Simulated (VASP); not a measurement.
Wanted: the native input for a VASP 6.6.1 run.

```yaml
Task: single point
Functional: PBE
Potentials_or_basis: VASP PAW PBE potentials, release 64 (Sc_sv, Al)
Cutoff: 520 eV
k_mesh: 12 × 12 × 12
Occupations: gaussian, width 0.15 eV
Spin: no spin polarisation
Dipole_correction: no
Further_INCAR_settings: ALGO = Fast; EDIFF = 1e-06; NBANDS = 18
```

The structure of ScAl3 lies in POSCAR:

```
ScAl3
1.0
    4.1053305968      0.0000000000      0.0000000000
    0.0000000000      4.1053305968      0.0000000000
    0.0000000000      0.0000000000      4.1053305968
Sc Al
1 3
Direct
    0.0143476861     -0.0143476861      0.0000000000
    0.5000000000      0.0000000000      0.5000000000
    0.0000000000      0.5000000000      0.5000000000
    0.5000000000      0.5000000000      0.0000000000
```

This cell differs from its parent crystal: atom 1 (Sc) moved +0.083 Å along Cartesian [1 -1 0].

One way to write it, as run:

INCAR

```
SYSTEM = ScAl3
PREC     = Accurate       ! precision mode
ENCUT    = 520            ! plane-wave cutoff, eV
EDIFF    = 1E-6           ! SCF threshold, eV
ISMEAR   = 0              ! smearing method
SIGMA    = 0.15           ! smearing width, eV
LREAL    = .False.        ! projectors in reciprocal space
LASPH    = .True.         ! aspherical terms in the spheres
NELM     = 60             ! most SCF steps
ALGO     = Fast           ! electronic algorithm
ISIF     = 2              ! what is computed and relaxed
LWAVE    = .False.        ! write WAVECAR
LCHARG   = .False.        ! write CHGCAR
GGA      = PE             ! functional
NBANDS   = 18             ! bands
```

KPOINTS

```
regular mesh
0
Gamma
  12 12 12
  0 0 0
```

Potentials or basis: VASP PAW PBE potentials, release 64 (Sc_sv, Al).

Run with:

```sh
$ cat potpaw_PBE.64/Sc_sv/POTCAR potpaw_PBE.64/Al/POTCAR > POTCAR
$ mpirun -np 1 vasp_std > vasp.out
```

Results of the run:

```yaml
Pressure: 0.2 GPa
Largest_force: 0.785 eV/Å
Band_gap_on_the_k_mesh: zero (bands 10 and 11 overlap by 3.85 eV)
```

Caveat: the cell differs from its parent crystal (atom 1 (Sc) moved +0.083 Å along Cartesian [1 -1 0]).

Run time: 4.4 min on 1 thread of Intel(R) Xeon(R) Platinum 8259CL CPU @ 2.50GHz (Skylake/Cascade Lake), on a shared host, peak memory 0.45 GiB.
